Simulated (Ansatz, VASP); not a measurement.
## Two plane-wave programs on Rh

```
Rh
1.0
     2.69174    0.00000    0.00000
    -1.34587    2.33112    0.00000
     0.00000    0.00000    8.79807
Rh
4
Direct
  0.66667 0.33333 0.75000
  0.00000 0.00000 0.50000
  0.33333 0.66667 0.25000
  0.00000 0.00000 0.00000
```

Alike in both runs: task relaxation of cell and atoms; functional PBEsol; k mesh 11 × 11 × 3; occupations fermi-dirac, width 0.05 eV; no spin polarisation.

```csv
,VASP,Ansatz
version,VASP 6.6.1,Ansatz 0.2.0
potentials or method,"VASP PAW PBE potentials, release 64 (Rh_pv)",Ansatz PAW
plane-wave cutoff (eV),600,420
valence electrons in the cell,60,68
```

VASP gave:

| Quantity | Value |
| --- | --- |
| gap on the k mesh at the Fermi level, each at its own relaxed structure (eV) | none |
| relaxed volume (Å³/atom) | 13.52 |
| relaxed cell length with the largest relative difference (Å) | 2.678 |

Q: What did Ansatz give for the same quantities?

A: gap on the k mesh at the Fermi level, each at its own relaxed structure (eV): none; relaxed volume (Å³/atom): 13.53; relaxed cell length with the largest relative difference (Å): 2.678.

VASP's potentials were made for PBE, not for PBEsol. A gap of «none» marks a metal or a gap that the smearing closes. VASP's potentials hold 60 valence electrons a cell and Ansatz's 68, so a difference there can come from the potentials and not from the codes.

Noted on Ansatz's run: the plane-wave basis is chosen anew once the cell has moved, so the energies of steps on either side of that aren't comparable.
